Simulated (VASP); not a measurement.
# SnO (P4/nmm) in VASP: a series of runs

The runs below take SnO through single point, with PBE+D3(BJ).

Program: VASP 6.6.1. These are calculated values, not measurements. Logs are shortened: lines on timing, memory, paths and dates and some standing lists are left out, and cuts for length are marked.

## (1) The cell of the first run

The structure is tetragonal, space group P4/nmm (No. 129). Conventional cell: a = 3.802 Å, b = 3.802 Å, c = 4.836 Å, α = 90.00°, β = 90.00°, γ = 90.00°. Sn (site symmetry 4mm) has 4 O at 2.22 Å within 2.9 Å. O (site symmetry -4m2) has 4 Sn at 2.22 Å and 4 O at 2.69 Å within 2.9 Å.

## (2) Single point, PBE+D3(BJ)

File INCAR:

```
ALGO = Normal
EDIFF = 1E-6
ENCUT = 520
GGA = PE
ISIF = 2
ISMEAR = 0
IVDW = 12
LASPH = True
LCHARG = True
LELF = True
LREAL = False
LVHAR = True
LWAVE = False
NBANDS = 28
NELM = 100
PREC = Accurate
SIGMA = 0.15
```

File KPOINTS:

```
k-points
0
Gamma
  12 12 10
```

File POSCAR:

```
SnO
1.0
    3.8020000000      0.0000000000      0.0000000000
    0.0000000000      3.8020000000      0.0000000000
    0.0000000000      0.0000000000      4.8360000000
Sn O
2 2
Direct
    0.0000000000      0.5000000000      0.2385000000
    0.5000000000      0.0000000000      0.7615000000
    0.0000000000      0.0000000000      0.0000000000
    0.5000000000      0.5000000000      0.0000000000
```

Potentials or basis: VASP PAW PBE potentials, release 64 (Sn_d, O).

On the command line:

```
> cat potpaw_PBE.64/Sn_d/POTCAR potpaw_PBE.64/O/POTCAR > POTCAR
> mpirun -np 1 vasp_std > vasp.out
```

OUTCAR:

```text
EDIFF = 1E-6
   ENCUT = 520
   GGA = PE
   ISIF = 2
   ISMEAR = 0
   IVDW = 12
   LASPH = True
   LREAL = False
   NELM = 100
   PREC = Accurate
 IVDW          = 12

 ion  position               nearest neighbor table
   1  0.000  0.500  0.239-   3 2.22   4 2.22   3 2.22   4 2.22   2 3.54   2 3.54   2 3.54   2 3.54
                             2 3.69   2 3.69   2 3.69   2 3.69
   2  0.500  0.000  0.761-   3 2.22   4 2.22   4 2.22   3 2.22   1 3.54   1 3.54   1 3.54   1 3.54
                             1 3.69   1 3.69   1 3.69   1 3.69
   3  0.000  0.000  0.000-   1 2.22   2 2.22   1 2.22   2 2.22
   4  0.500  0.500  0.000-   1 2.22   2 2.22   2 2.22   1 2.22

  LATTYP: Found a simple tetragonal cell.
 ALAT       =     3.8020000000
 C/A-ratio  =     1.2719621252

  Lattice vectors:

 A1 = (   3.8020000000,   0.0000000000,   0.0000000000)
 A2 = (   0.0000000000,   3.8020000000,   0.0000000000)
 A3 = (   0.0000000000,   0.0000000000,   4.8360000000)

Analysis of symmetry for initial positions (statically):
=====================================================================
 Subroutine PRICEL returns:
 Original cell was already a primitive cell.

 Routine SETGRP: Setting up the symmetry group for a
 simple tetragonal supercell.

 Subroutine GETGRP returns: Found 16 space group operations
 (whereof  8 operations were pure point group operations)
 out of a pool of 16 trial point group operations.

The static configuration has the point symmetry D_2d.
 The point group associated with its full space group is D_4h.

Analysis of symmetry for dynamics (positions and initial velocities):
=====================================================================
 Subroutine PRICEL returns:
 Original cell was already a primitive cell.

 Routine SETGRP: Setting up the symmetry group for a
 simple tetragonal supercell.

 Subroutine GETGRP returns: Found 16 space group operations
 (whereof  8 operations were pure point group operations)
 out of a pool of 16 trial point group operations.

The dynamic configuration has the point symmetry D_2d.
 The point group associated with its full space group is D_4h.

 Subroutine INISYM returns: Found 16 space group operations
 (whereof  8 operations are pure point group operations),
 and found     1 'primitive' translations

----------------------------------------------------------------------------------------

                                     Primitive cell

  volume of cell :      69.9054

  direct lattice vectors                    reciprocal lattice vectors
     3.802000000  0.000000000  0.000000000     0.263019463  0.000000000  0.000000000
     0.000000000  3.802000000  0.000000000     0.000000000  0.263019463  0.000000000
     0.000000000  0.000000000  4.836000000     0.000000000  0.000000000  0.206782465

  length of vectors
     3.802000000  3.802000000  4.836000000     0.263019463  0.263019463  0.206782465

  position of ions in fractional coordinates (direct lattice)
     0.000000000  0.500000000  0.238500000
     0.500000000  0.000000000  0.761500000
     0.000000000  0.000000000  0.000000000
     0.500000000  0.500000000  0.000000000

  ion indices of the primitive-cell ions
   primitive index   ion index
                 1           1
                 2           2
                 3           3
                 4           4

----------------------------------------------------------------------------------------

 KPOINTS: k-points

Automatic generation of k-mesh.
 Grid dimensions read from file:
 generate k-points for:   12   12   10

 Generating k-lattice:

  Cartesian coordinates                     Fractional coordinates (reciprocal lattice)
     0.021918289  0.000000000  0.000000000     0.083333333  0.000000000  0.000000000
     0.000000000  0.021918289  0.000000000     0.000000000  0.083333333  0.000000000
     0.000000000  0.000000000  0.020678246     0.000000000  0.000000000  0.100000000

  Length of vectors
     0.021918289  0.021918289  0.020678246

  Shift w.r.t. Gamma in fractional coordinates (k-lattice)
     0.000000000  0.000000000  0.000000000

 Subroutine IBZKPT returns following result:
 ===========================================

 Found    168 irreducible k-points:

 Following reciprocal coordinates:
            Coordinates               Weight
  0.000000  0.000000  0.000000      1.000000
  0.083333  0.000000  0.000000      4.000000
  0.166667  0.000000  0.000000      4.000000
  0.250000  0.000000  0.000000      4.000000
  0.333333  0.000000  0.000000      4.000000
  0.416667  0.000000  0.000000      4.000000
[... 16 lines left out ...]
  0.333333  0.333333  0.000000      4.000000
  0.416667  0.333333  0.000000      8.000000
 [... further k-points ...]
   k-points           NKPTS =    168   k-points in BZ     NKDIM =    168   number of bands    NBANDS=     28
   number of dos      NEDOS =    301   number of ions     NIONS =      4
   total plane-waves  NPLWV =  28224
   dimension x,y,z NGX =    28 NGY =   28 NGZ =   36
   dimension x,y,z NGXF=    56 NGYF=   56 NGZF=   72
   ions per type =               2   2
   NGX,Y,Z   is equivalent  to a cutoff of  12.24, 12.24, 12.38 a.u.
   NGXF,Y,Z  is equivalent  to a cutoff of  24.49, 24.49, 24.75 a.u.
 SYSTEM =  unknown system
   PREC   = accura    normal or accurate (medium, high low for compatibility)
   ISTART =      0    job   : 0-new  1-cont  2-samecut
   ICHARG =      2    charge: 1-file 2-atom 10-const
   ISPIN  =      1    spin polarized calculation?
   LNONCOLLINEAR =      F non collinear calculations
   LSORBIT =      F    spin-orbit coupling
   LASPH  =      T    aspherical Exc in radial PAW
   ENCUT  =  520.0 eV  38.22 Ry    6.18 a.u.   7.07  7.07  8.99*2*pi/ulx,y,z
   NELM   =    100;   NELMIN=  2; NELMDL= -5     # of ELM steps
   EDIFF  = 0.1E-05   stopping-criterion for ELM
   LREAL  =      F    real-space projection
   EDIFFG = 0.1E-04   stopping-criterion for IOM
   NSW    =      0    number of steps for IOM
   IBRION =     -1    ionic relax: 0-MD 1-quasi-New 2-CG
   NFREE  =      0    steps in history (QN), initial steepest desc. (CG)
   ISIF   =      2    stress and relaxation
   ISYM   =      2    0-nonsym 1-usesym 2-fastsym
   POTIM  = 0.5000    time-step for ionic-motion
   TEBEG  =    0.0;   TEEND  =   0.0 temperature during run
   PSTRESS=    0.0 pullay stress
   NELECT =      40.0000    total number of electrons
   NUPDOWN=      -1.0000    fix difference up-down
   EMIN   =  10.00;   EMAX   =-10.00  energy-range for DOS
   EFERMI =   0.00;   METHOD = LEGACY
   ISMEAR =     0;   SIGMA  =   0.15  broadening in eV -4-tet -1-fermi 0-gaus
   EFERMI_NEDOS =   21; number of points for ismear=-14 and -15
   IALGO  =     38    algorithm
   IMIX   =      4    mixing-type and parameters
     AMIX     =   0.40;   BMIX     =  1.00
     AMIX_MAG =   1.60;   BMIX_MAG =  1.00
  volume/ion in A,a.u.               =      17.48       117.94
  Fermi-wavevector in a.u.,A,eV,Ry     =   1.359121  2.568365 25.132801  1.847209
  Thomas-Fermi vector in A             =   2.485896
   LORBIT       =      0    0 simple, 1 ext, 2 COOP (PROOUT), +10 PAW based schemes
   GGA     = PE    functional components
   LHFCALC =     F    Hartree Fock is set to
   AEXX    =    0.0000 exact exchange contribution
   IVDW    =    12    specifies the selected vdW correction
   LEPSILON=     F    determine dielectric tensor
   LRPA    =     F    only Hartree local field effects (RPA)
 non-spin polarized calculation
 Gauss-broadening in eV      SIGMA  =   0.15
  energy-cutoff  :      520.00
  volume of cell :       69.91
 maximum number of plane-waves:      1904
   NGX = 15   NGY = 15   NGZ = 17

 number of electron      39.9999990 magnetization

 Free energy of the ion-electron system (eV)
  ---------------------------------------------------
  ext. energy  EPLUGINS =         0.00000000
  ---------------------------------------------------
  free energy    TOTEN  =       -22.67003580 eV

  energy without entropy =      -22.66898610  energy(sigma->0) =      -22.66951095

 E-fermi :   7.3398     XC(G=0): -10.2684

 val. band max:        7.2649183685   @ k =   0.5000   0.5000   0.0000
 cond. band min:       7.4161849854   @ k =   0.5000   0.5000   0.1000
 fundamental gap:      0.1512666169
 Fermi energy:         7.3398395842

 k-point     1 :       0.0000    0.0000    0.0000
  band No.  band energies     occupation
      1     -14.8271      2.00000
      2     -14.3860      2.00000
      3     -14.3860      2.00000
      4     -14.3846      2.00000
      5     -14.3416      2.00000
      6     -14.3326      2.00000
[... 20 lines left out ...]
     27      13.9439      0.00000
     28      14.3546      0.00000

 k-point     2 :       0.0833    0.0000    0.0000
  band No.  band energies     occupation
      1     -14.8232      2.00000
      2     -14.3847      2.00000
      3     -14.3842      2.00000
      4     -14.3833      2.00000
      5     -14.3422      2.00000
      6     -14.3300      2.00000
[... 20 lines left out ...]
     27      14.0798      0.00000
     28      14.9477      0.00000

 k-point     3 :       0.1667    0.0000    0.0000
  band No.  band energies     occupation
      1     -14.8121      2.00000
      2     -14.4031      2.00000
      3     -14.3807      2.00000
      4     -14.3792      2.00000
      5     -14.3523      2.00000
      6     -14.3438      2.00000
[... 20 lines left out ...]
     27      14.2263      0.00000
     28      16.2334      0.00000

 k-point     4 :       0.2500    0.0000    0.0000
  band No.  band energies     occupation
      1     -14.7946      2.00000
      2     -14.4814      2.00000
      3     -14.3740      2.00000
      4     -14.3718      2.00000
      5     -14.3512      2.00000
      6     -14.3459      2.00000
[... 20 lines left out ...]
     27      14.4371      0.00000
     28      17.5839      0.00000

 k-point     5 :       0.3333    0.0000    0.0000
  band No.  band energies     occupation
      1     -14.7704      2.00000
      2     -14.5644      2.00000
      3     -14.3654      2.00000
      4     -14.3635      2.00000
      5     -14.3479      2.00000
      6     -14.3454      2.00000
[... 20 lines left out ...]
     27      14.7223      0.00000
     28      17.4479      0.00000

 k-point     6 :       0.4167    0.0000    0.0000
  band No.  band energies     occupation
      1     -14.7379      2.00000
      2     -14.6365      2.00000
      3     -14.3563      2.00000
      4     -14.3563      2.00000
      5     -14.3496      2.00000
      6     -14.3445      2.00000
[... 463 lines left out ...]
      5     -14.3491      2.00000
      6     -14.3434      2.00000
[... 20 lines left out ...]
     27      14.7409      0.00000
     28      15.4170      0.00000

 k-point    22 :       0.5000    0.2500    0.0000
  band No.  band energies     occupation
      1     -14.7314      2.00000
      2     -14.7314      2.00000
      3     -14.3525      2.00000
      4     -14.3525      2.00000
      5     -14.3477      2.00000
      6     -14.3477      2.00000
[... 20 lines left out ...]
     27      15.0421      0.00000
     28      15.0421      0.00000

 k-point    23 :       0.3333    0.3333    0.0000
  band No.  band energies     occupation
      1     -14.7725      2.00000
      2     -14.6881      2.00000
      3     -14.3581      2.00000
      4     -14.3547      2.00000
      5     -14.3507      2.00000
      6     -14.3367      2.00000
[... 20 lines left out ...]
     27      14.3319      0.00000
     28      15.4543      0.00000

 k-point    24 :       0.4167    0.3333    0.0000
  band No.  band energies     occupation
      1     -14.7666      2.00000
      2     -14.7250      2.00000
      3     -14.3575      2.00000
      4     -14.3552      2.00000
      5     -14.3448      2.00000
      6     -14.3323      2.00000
[... 20 lines left out ...]
     27      14.6826      0.00000
     28      15.0636      0.00000

 [... further k-points ...]

------------------------ aborting loop because EDIFF is reached ----------------------------------------

 Edisp (eV)   -0.94090

 E8    (eV) :    -0.4081

  FORCE on cell =-STRESS in cart. coord.  units (eV):
  Direction    XX          YY          ZZ          XY          YZ          ZX
  --------------------------------------------------------------------------------------
  -------------------------------------------------------------------------------------
  Total       1.16359     1.16359     0.64571     0.00000    -0.00000     0.00000
  in kB      26.66870    26.66870    14.79916     0.00000    -0.00000     0.00000
  external pressure =       22.71 kB  Pullay stress =        0.00 kB

 VOLUME and BASIS-vectors are now :
 -----------------------------------------------------------------------------
  energy-cutoff  :      520.00
  volume of cell :       69.91
      direct lattice vectors                 reciprocal lattice vectors
     3.802000000  0.000000000  0.000000000     0.263019463  0.000000000  0.000000000
     0.000000000  3.802000000  0.000000000     0.000000000  0.263019463  0.000000000
     0.000000000  0.000000000  4.836000000     0.000000000  0.000000000  0.206782465

 POSITION                                       TOTAL-FORCE (eV/Angst)
 -----------------------------------------------------------------------------------
      0.00000      1.90100      1.15339         0.000000     -0.000000      0.452268
      1.90100      0.00000      3.68261        -0.000000     -0.000000     -0.452268
      0.00000      0.00000      0.00000         0.000000     -0.000000      0.000000
      1.90100      1.90100      0.00000         0.000000      0.000000      0.000000
 -----------------------------------------------------------------------------------
    total drift:                                0.000000      0.000000      0.000000

  FREE ENERGIE OF THE ION-ELECTRON SYSTEM (eV)
  ---------------------------------------------------
  free  energy   TOTEN  =       -23.6109346209 eV

  energy  without entropy=      -23.6098849168  energy(sigma->0) =      -23.61040977
```

It took 3.4 min on 1 thread of Intel Xeon Platinum 8488C (Sapphire Rapids), shared host; peak memory 0.38 GiB.

Results:

```
Free energy                : -23.6109 eV
Pressure                   : 2.3 GPa
Largest force              : 0.452 eV/Å
Dispersion energy per atom : -0.235 eV
```

Forces in eV/Å, atoms in the order of the input:
```
Sn   0.000  0.000  0.452
Sn   0.000  0.000 -0.452
O    0.000  0.000  0.000
O    0.000  0.000  0.000
```

Caveat: spin-orbit coupling is left out, which moves the levels of the heavy elements.

## (3) Single point, PBE+D3(BJ)

File INCAR:

```
PREC     = Accurate       # precision mode
ENCUT    = 520            # plane-wave cutoff, eV
EDIFF    = 1E-6           # SCF threshold, eV
ISMEAR   = 0              # smearing method
SIGMA    = 0.15           # smearing width, eV
LREAL    = F              # projectors in reciprocal space
LASPH    = T              # aspherical terms in the spheres
NELM     = 60             # most SCF steps
ALGO     = Normal         # electronic algorithm
ISIF     = 2              # what is computed and relaxed
LWAVE    = F              # write WAVECAR
LCHARG   = F              # write CHGCAR
GGA      = PE             # functional
IVDW     = 12             # dispersion correction
NBANDS   = 28             # bands
```

File KPOINTS:

```
regular mesh
0
Gamma
  14 14 12
```

POSCAR is that of step 2.

Potentials or basis: VASP PAW PBE potentials, release 64 (Sn_d, O).

On the command line:

```
> cat potpaw_PBE.64/Sn_d/POTCAR potpaw_PBE.64/O/POTCAR > POTCAR
> mpirun -np 1 vasp_std > vasp.out
```

It took 4.6 min on 1 thread of Intel Xeon Platinum 8488C (Sapphire Rapids), shared host; peak memory 0.48 GiB.

The run converged. Its results:

* Free energy: -23.6109 eV
* Pressure: 2.3 GPa
* Largest force: 0.452 eV/Å
* Dispersion energy per atom: -0.235 eV

Forces in eV/Å, atoms in the order of the input:
```
Sn   0.000  0.000  0.452
Sn   0.000  0.000 -0.452
O    0.000  0.000  0.000
O    0.000  0.000  0.000
```

Stress tensor (GPa, compression positive):
```
2.67 0.00 0.00
0.00 2.67 0.00
0.00 0.00 1.48
```

Levels at points of the mesh, in eV from the Fermi level:
| k point | band 16 | band 17 | band 18 | band 19 | band 20 | band 21 | band 22 | band 23 | band 24 | band 25 |
| --- | --- | --- | --- | --- | --- | --- | --- | --- | --- | --- |
| (0.00, 0.00, 0.00) | -6.43 | -3.64 | -3.32 | -3.32 | -0.11 | 1.99 | 4.27 | 4.54 | 4.54 | 5.61 |
| (0.50, 0.00, 0.00) | -5.17 | -5.00 | -5.00 | -2.87 | -2.87 | 3.07 | 3.07 | 5.78 | 5.78 | 5.90 |
| (0.50, 0.50, 0.00) | -5.30 | -2.66 | -2.66 | -2.03 | -2.03 | -0.08 | -0.08 | 4.33 | 4.33 | 7.13 |
| (0.00, 0.00, 0.50) | -3.71 | -3.34 | -3.34 | -3.24 | -2.39 | 1.59 | 2.81 | 2.81 | 3.56 | 7.80 |
| (0.50, 0.00, 0.50) | -5.63 | -4.97 | -4.97 | -1.89 | -1.89 | 2.46 | 2.46 | 5.29 | 5.29 | 6.58 |
| (0.50, 0.50, 0.50) | -5.76 | -2.83 | -2.83 | -2.66 | -2.66 | 2.19 | 2.19 | 3.93 | 3.93 | 5.49 |

Caveat: spin-orbit coupling is left out, which moves the levels of the heavy elements.
